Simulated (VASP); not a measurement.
# GdFe3Cu (I4mm) in VASP: further runs

GdFe3Cu is run at these levels: PBE; tasks: single point.

All numbers are computed with VASP 6.6.1; they aren't measurements. Logs are shortened: lines on timing, memory, paths and dates and some standing lists are left out, and cuts for length are marked.

**1. The cell of the first run**

The structure is tetragonal, space group I4mm (No. 107). The conventional cell has a = 3.863 Å, b = 3.863 Å, c = 9.878 Å, α = 90.00°, β = 90.00°, γ = 90.00°. Gd (site symmetry 4mm) has 5 Cu at 2.91 to 3.93 Å and 13 Fe at 2.98 to 3.76 Å and 4 Gd at 3.86 Å within 4.0 Å. Cu (site symmetry 4mm) has 5 Fe at 2.19 to 2.42 Å and 4 Gd at 2.91 Å within 3.0 Å. Fe (site symmetry 2mm) has 6 Fe at 2.32 to 2.73 Å and 2 Cu at 2.42 Å and 4 Gd at 3.13 to 3.14 Å within 3.2 Å. Fe (site symmetry 4mm) has 1 Cu at 2.19 Å and 4 Fe at 2.32 Å and 4 Gd at 2.98 Å within 3.0 Å.

**2. Single point, PBE, collinear spin, ferrimagnetic start**

INCAR

```
ALGO     = Normal         # electronic algorithm
EDIFF    = 1E-6           # SCF threshold, eV
ENCUT    = 520            # plane-wave cutoff, eV
GGA      = PE             # functional
ISIF     = 2              # what is computed and relaxed
ISMEAR   = -1             # smearing method
ISPIN    = 2              # spin polarisation
LASPH    = T              # aspherical terms in the spheres
LCHARG   = T              # write CHGCAR
LELF     = T              # ELF
LMAXMIX  = 6              # l up to which the mixer works
LORBIT   = 11             # projections on sites
LREAL    = F              # projectors in reciprocal space
LVHAR    = T            
LWAVE    = F              # write WAVECAR
MAGMOM   = -7.1 0 2.3 2.3 1.9 # initial moments
NBANDS   = 38             # bands
NELM     = 150            # most SCF steps
PREC     = Accurate       # precision mode
SIGMA    = 0.1            # smearing width, eV
```

KPOINTS

```
k-points
0
Gamma
  5 5 5
```

POSCAR

```
GdFe3Cu
1.0
    0.0000000000      3.8627943700      0.0000000000
    3.8627943700      0.0000000000      0.0000000000
    1.9313971800      1.9313971800     -4.9387775900
Gd Cu Fe
1 1 3
Direct
    0.1160900000      0.1160900000      0.7678200000
    0.5141000000      0.5141000000      0.9718000000
    0.8662700000      0.3662700000      0.2674600000
    0.3662700000      0.8662700000      0.2674600000
    0.7359000000      0.7359000000      0.5282000000
```

Potentials or basis: VASP PAW PBE potentials, release 64 (Gd, Cu, Fe).

On the command line:

```bash
$ cat potpaw_PBE.64/Gd/POTCAR potpaw_PBE.64/Cu/POTCAR potpaw_PBE.64/Fe/POTCAR > POTCAR
$ mpirun -np 1 vasp_std > vasp.out
```

OUTCAR:

```text
EDIFF = 1E-6
   ENCUT = 520
   GGA = PE
   ISIF = 2
   ISMEAR = -1
   ISPIN = 2
   LASPH = T
   LORBIT = 11
   LREAL = F
   NELM = 150
   PREC = Accurate

 ion  position               nearest neighbor table
   1  0.116  0.116  0.768-   2 2.91   2 2.91   2 2.91   2 2.91   5 2.98   5 2.98   5 2.98   5 2.98
                             3 3.13   4 3.13   4 3.13   3 3.13   4 3.14   3 3.14   4 3.14   3 3.14
   2  0.514  0.514  0.972-   5 2.19   4 2.42   3 2.42   4 2.42   3 2.42   1 2.91   1 2.91   1 2.91
                             1 2.91
   3  0.866  0.366  0.267-   5 2.32   5 2.32   2 2.42   2 2.42   4 2.73   4 2.73   4 2.73   4 2.73
                             1 3.13   1 3.13   1 3.14   1 3.14
   4  0.366  0.866  0.267-   5 2.32   5 2.32   2 2.42   2 2.42   3 2.73   3 2.73   3 2.73   3 2.73
                             1 3.13   1 3.13   1 3.14   1 3.14
   5  0.736  0.736  0.528-   2 2.19   3 2.32   4 2.32   3 2.32   4 2.32   1 2.98   1 2.98   1 2.98
                             1 2.98

  LATTYP: Found a body centered tetragonal cell.
 ALAT       =     3.8627943700
 C/A-ratio  =     2.5571009569

  Lattice vectors:

 A1 = (  -1.9313971800,   1.9313971900,   4.9387775900)
 A2 = (   1.9313971900,  -1.9313971800,   4.9387775900)
 A3 = (   1.9313971800,   1.9313971800,  -4.9387775900)

Analysis of symmetry for initial positions (statically):
=====================================================================
 Subroutine PRICEL returns:
 Original cell was already a primitive cell.

 Routine SETGRP: Setting up the symmetry group for a
 body centered tetragonal supercell.

 Subroutine GETGRP returns: Found  8 space group operations
 (whereof  8 operations were pure point group operations)
 out of a pool of 16 trial point group operations.

The static configuration has the point symmetry C_4v.

Analysis of symmetry for dynamics (positions and initial velocities):
=====================================================================
 Subroutine PRICEL returns:
 Original cell was already a primitive cell.

 Routine SETGRP: Setting up the symmetry group for a
 body centered tetragonal supercell.

 Subroutine GETGRP returns: Found  8 space group operations
 (whereof  8 operations were pure point group operations)
 out of a pool of 16 trial point group operations.

The dynamic configuration has the point symmetry C_4v.

Analysis of structural, dynamic, and magnetic symmetry:
=====================================================================
 Subroutine PRICEL returns:
 Original cell was already a primitive cell.

 Routine SETGRP: Setting up the symmetry group for a
 body centered tetragonal supercell.

 Subroutine GETGRP returns: Found  8 space group operations
 (whereof  8 operations were pure point group operations)
 out of a pool of 16 trial point group operations.

The overall configuration has the point symmetry C_4v.

 Subroutine INISYM returns: Found  8 space group operations
 (whereof  8 operations are pure point group operations),
 and found     1 'primitive' translations

----------------------------------------------------------------------------------------

                                     Primitive cell

  volume of cell :      73.6924

  direct lattice vectors                    reciprocal lattice vectors
     0.000000000  3.862794370  0.000000000     0.000000000  0.258879947  0.101239627
     3.862794370  0.000000000  0.000000000     0.258879947  0.000000000  0.101239627
     1.931397180  1.931397180 -4.938777590     0.000000000  0.000000000 -0.202479254

  length of vectors
     3.862794370  3.862794370  5.643767732     0.277971741  0.277971741  0.202479254

  position of ions in fractional coordinates (direct lattice)
     0.116090000  0.116090000  0.767820000
     0.514100000  0.514100000  0.971800000
     0.866270000  0.366270000  0.267460000
     0.366270000  0.866270000  0.267460000
     0.735900000  0.735900000  0.528200000

  ion indices of the primitive-cell ions
   primitive index   ion index
                 1           1
                 2           2
                 3           3
                 4           4
[... 33 lines left out ...]
  0.200000  0.200000  0.000000      8.000000
  0.400000  0.200000  0.000000     16.000000
 -0.400000  0.200000 -0.000000     16.000000
[... 10 lines left out ...]
  0.000000  0.000000  0.400000      2.000000
 -0.200000  0.000000  0.400000      4.000000
   k-points           NKPTS =     18   k-points in BZ     NKDIM =     18   number of bands    NBANDS=     38
   number of dos      NEDOS =    301   number of ions     NIONS =      5
   total plane-waves  NPLWV =  37800
   dimension x,y,z NGX =    30 NGY =   30 NGZ =   42
   dimension x,y,z NGXF=    60 NGYF=   60 NGZF=   84
   ions per type =               1   1   3
   NGX,Y,Z   is equivalent  to a cutoff of  12.91, 12.91, 12.37 a.u.
   NGXF,Y,Z  is equivalent  to a cutoff of  25.82, 25.82, 24.74 a.u.
 SYSTEM =  unknown system
   PREC   = accura    normal or accurate (medium, high low for compatibility)
   ISTART =      0    job   : 0-new  1-cont  2-samecut
   ICHARG =      2    charge: 1-file 2-atom 10-const
   ISPIN  =      2    spin polarized calculation?
   LNONCOLLINEAR =      F non collinear calculations
   LSORBIT =      F    spin-orbit coupling
   LASPH  =      T    aspherical Exc in radial PAW
   ENCUT  =  520.0 eV  38.22 Ry    6.18 a.u.   7.18  7.18 10.49*2*pi/ulx,y,z
   NELM   =    150;   NELMIN=  2; NELMDL= -5     # of ELM steps
   EDIFF  = 0.1E-05   stopping-criterion for ELM
   LREAL  =      F    real-space projection
   EDIFFG = 0.1E-04   stopping-criterion for IOM
   NSW    =      0    number of steps for IOM
   IBRION =     -1    ionic relax: 0-MD 1-quasi-New 2-CG
   NFREE  =      0    steps in history (QN), initial steepest desc. (CG)
   ISIF   =      2    stress and relaxation
   ISYM   =      2    0-nonsym 1-usesym 2-fastsym
   POTIM  = 0.5000    time-step for ionic-motion
   TEBEG  =    0.0;   TEEND  =   0.0 temperature during run
   PSTRESS=    0.0 pullay stress
   NELECT =      53.0000    total number of electrons
   NUPDOWN=      -1.0000    fix difference up-down
   EMIN   =  10.00;   EMAX   =-10.00  energy-range for DOS
   EFERMI =   0.00;   METHOD = LEGACY
   ISMEAR =    -1;   SIGMA  =   0.10  broadening in eV -4-tet -1-fermi 0-gaus
   EFERMI_NEDOS =   21; number of points for ismear=-14 and -15
   IALGO  =     38    algorithm
   IMIX   =      4    mixing-type and parameters
     AMIX     =   0.40;   BMIX     =  1.00
     AMIX_MAG =   1.60;   BMIX_MAG =  1.00
  volume/ion in A,a.u.               =      14.74        99.46
  Fermi-wavevector in a.u.,A,eV,Ry     =   1.466761  2.771776 29.271393  2.151387
  Thomas-Fermi vector in A             =   2.582459
   LORBIT       =     11    0 simple, 1 ext, 2 COOP (PROOUT), +10 PAW based schemes
   GGA     = PE    functional components
   LHFCALC =     F    Hartree Fock is set to
   AEXX    =    0.0000 exact exchange contribution
   IVDW    =     0    specifies the selected vdW correction
   LEPSILON=     F    determine dielectric tensor
   LRPA    =     F    only Hartree local field effects (RPA)
 spin polarized calculation
  energy-cutoff  :      520.00
  volume of cell :       73.69
 maximum number of plane-waves:      2003
 NGX is ok and might be reduce to    30
   NGX = 15   NGY = 15   NGZ = 21

 number of electron      52.9999980 magnetization      -0.5818464

 Free energy of the ion-electron system (eV)
  ---------------------------------------------------
  ext. energy  EPLUGINS =         0.00000000
  ---------------------------------------------------
  free energy    TOTEN  =       -39.60381121 eV

  energy without entropy =      -39.44402115  energy(sigma->0) =      -39.52391618

 E-fermi :   5.3326     XC(G=0): -12.1721

 val. band max:        5.3309480411   @ k =  -0.4000   0.4000   0.0000
 cond. band min:       5.3448972620   @ k =   0.2000   0.2000   0.0000
 fundamental gap:      0.0139492209
 Fermi energy:         5.3326061760

 spin component 1

 k-point     1 :       0.0000    0.0000    0.0000
  band No.  band energies     occupation
      1     -35.9343      1.00000
      2     -14.3259      1.00000
      3     -14.1967      1.00000
      4     -14.1967      1.00000
      5      -2.1829      1.00000
      6       0.8331      1.00000
[... 727 lines left out ...]
     37       8.9708      0.00000
     38       9.2100      0.00000
 Fermi energy:         5.3326061760

 spin component 2

 k-point     1 :       0.0000    0.0000    0.0000
  band No.  band energies     occupation
      1     -39.1330      1.00000
      2     -16.5906      1.00000
      3     -16.4838      1.00000
      4     -16.4838      1.00000
      5      -2.2224      1.00000
      6       1.0098      1.00000
[... 727 lines left out ...]
     37       8.5481      0.00000
     38       9.1912      0.00000

------------------------ aborting loop because EDIFF is reached ----------------------------------------

  FORCE on cell =-STRESS in cart. coord.  units (eV):
  Direction    XX          YY          ZZ          XY          YZ          ZX
  --------------------------------------------------------------------------------------
  -------------------------------------------------------------------------------------
  Total        3.2705163      3.2705163      5.9311120      0.0000000      0.0000000      0.0000000
  in kB       71.1056730     71.1056730    128.9508049      0.0000000      0.0000001      0.0000001
  external PRESSURE =      90.3873836 kB  Pullay stress =       0.0000000 kB

 VOLUME and BASIS-vectors are now :
 -----------------------------------------------------------------------------
  energy-cutoff  :      520.00
  volume of cell :       73.69
      direct lattice vectors                 reciprocal lattice vectors
     0.000000000  3.862794370  0.000000000     0.000000000  0.258879947  0.101239627
     3.862794370  0.000000000  0.000000000     0.258879947  0.000000000  0.101239627
     1.931397180  1.931397180 -4.938777590     0.000000000  0.000000000 -0.202479254

 POSITION                                       TOTAL-FORCE (eV/Angst)
 -----------------------------------------------------------------------------------
      1.93140      1.93140     -3.79209         0.000000      0.000000      0.237123
      3.86279      3.86279     -4.79950        -0.000000     -0.000000     -1.370598
      1.93140      3.86279     -1.32093         0.000000      0.000000      0.037881
      3.86279      1.93140     -1.32093         0.000000      0.000000      0.037881
      3.86279      3.86279     -2.60866         0.000000      0.000000      1.057712
 -----------------------------------------------------------------------------------
    total drift:                                0.000088      0.000088      0.000495

  FREE ENERGIE OF THE ION-ELECTRON SYSTEM (eV)
  ---------------------------------------------------
  free  energy   TOTEN  =       -39.6038112078 eV

  energy  without entropy=      -39.4440211508  energy(sigma->0) =      -39.52391618

 total charge

# of ion       s       p       d       f       tot
--------------------------------------------------
    1        2.054   5.619   0.585   6.976  15.235
    2        0.608   0.485   9.101   0.000  10.194
    3        0.487   0.438   6.243   0.000   7.168
    4        0.487   0.438   6.243   0.000   7.168
    5        0.580   0.480   6.369   0.000   7.429
--------------------------------------------------
tot          4.216   7.461  28.541   6.976  47.195

 magnetization (x)

# of ion       s       p       d       f       tot
--------------------------------------------------
    1       -0.006   0.065  -0.171  -6.811  -6.924
    2       -0.016  -0.052   0.192   0.000   0.123
    3        0.002  -0.032   2.382   0.000   2.352
    4        0.002  -0.032   2.382   0.000   2.352
    5        0.003  -0.028   1.980   0.000   1.955
--------------------------------------------------
tot         -0.016  -0.080   6.765  -6.811  -0.143
```

Wall time 5.2 min (1 thread of AMD EPYC 7R13 (Zen 3), shared host); peak memory 0.25 GiB.

Results:

| Property | Result |
| --- | --- |
| Free energy | -39.6038 eV |
| Pressure | 9.0 GPa |
| Largest force | 1.371 eV/Å |
| Net moment | -0.58 μB per cell |
| Site moments | Gd -6.92; Cu +0.12; Fe +2.35, +1.96 (each value once) μB |
| Valence electrons inside the program's atomic spheres | Gd 15.23; Cu 10.19; Fe 7.17, 7.43 (each value once) |

Forces on the atoms (eV/Å):
```
Gd   0.000  0.000  0.237
Cu   0.000  0.000 -1.371
Fe   0.000  0.000  0.038
Fe   0.000  0.000  0.038
Fe   0.000  0.000  1.058
```

Caveat: the stress differs along the axes, from 7 to 13 GPa; spin-orbit coupling is left out, which moves the levels of the heavy elements; semilocal functionals describe open f shells poorly, which spoils levels, moments and volumes; forces of over 1 eV/Å act on the atoms, so gaps and moduli don't describe the material at rest. The state reached can hang on the start; a lower one may exist.

(Continued in part 2 of 2.)
